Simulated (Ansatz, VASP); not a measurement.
Os in VASP and in Ansatz

File INCAR:

```
  PREC = Accurate
  ENCUT = 520
  EDIFF = 1E-6
  ISMEAR = -1
  SIGMA = 0.08
  LREAL = False
  LASPH = True
  NELM = 60
  ALGO = Normal
  ISIF = 2
  LWAVE = False
  LCHARG = False
  GGA = PS
  NBANDS = 15
```

KPOINTS

```
regular mesh
0
Gamma
  17 17 10
```

File POSCAR:

```
Os
1.0
    2.7340999755      0.0000000000      0.0000000000
   -1.3670499878      2.3678000353      0.0000000000
    0.0000000000      0.0000000000      4.3197000000
Os
2
Direct
    0.3333333333      0.6666666667      0.2500000000
    0.6666666667      0.3333333333      0.7500000000
```

Input for Ansatz:

```yaml
crystal:
  lattice:
    - [2.7340999755, 0.0, 0.0]
    - [-1.3670499878, 2.3678000353, 0.0]
    - [0.0, 0.0, 4.3197]
  atoms:
    - { symbol: Os, position: [0.3333333333, 0.6666666667, 0.25] }
    - { symbol: Os, position: [0.6666666667, 0.3333333333, 0.75] }
kpoints:
  mp_grid: { grid: [17, 17, 10] }
  band_path:
    path:
      - [0.0, 0.0, 0.0]
      - [0.5, 0.0, 0.0]
      - [0.3333333333, 0.3333333333, 0.0]
      - [0.0, 0.0, 0.0]
      - [0.0, 0.0, 0.5]
      - [0.5, 0.0, 0.5]
      - [0.3333333333, 0.3333333333, 0.5]
      - [0.0, 0.0, 0.5]
      - [0.5, 0.0, 0.5]
    npoints: 14
scf:
  occupations: { method: fermi_dirac, width: 0.08 }
hamiltonian:
  xc: pbesol
  pseudopotentials: { kind: all_electron, lapw: { basis_error: 0.001 } }
output:
  forces: true
  stress: true
  eigenvalues: true
  fatbands: true
  populations: true
  dos: { projected: true, de: 0.2, e_range: [-14, 8] }
```

Alike in both runs: task single point; functional PBEsol; k mesh 17 × 17 × 10; occupations fermi-dirac, width 0.08 eV; no spin polarisation.

```csv
,VASP,Ansatz
version,VASP 6.6.1,Ansatz 0.2.0
potentials or method,"VASP PAW PBE potentials, release 64 (Os), cutoff 520 eV","all-electron LAPW, scalar-relativistic"
```

```csv
,VASP,Ansatz,Ansatz less VASP
pressure (GPa),-2.3,-2.7,-0.39
"traceless stress, the component that is largest in VASP (GPa)",-0.46,-0.41,+0.050
```

VASP's potentials were made for PBE, not for PBEsol. Ansatz ran all-electron here, and VASP with PAW potentials.

Spin-orbit coupling is off throughout.
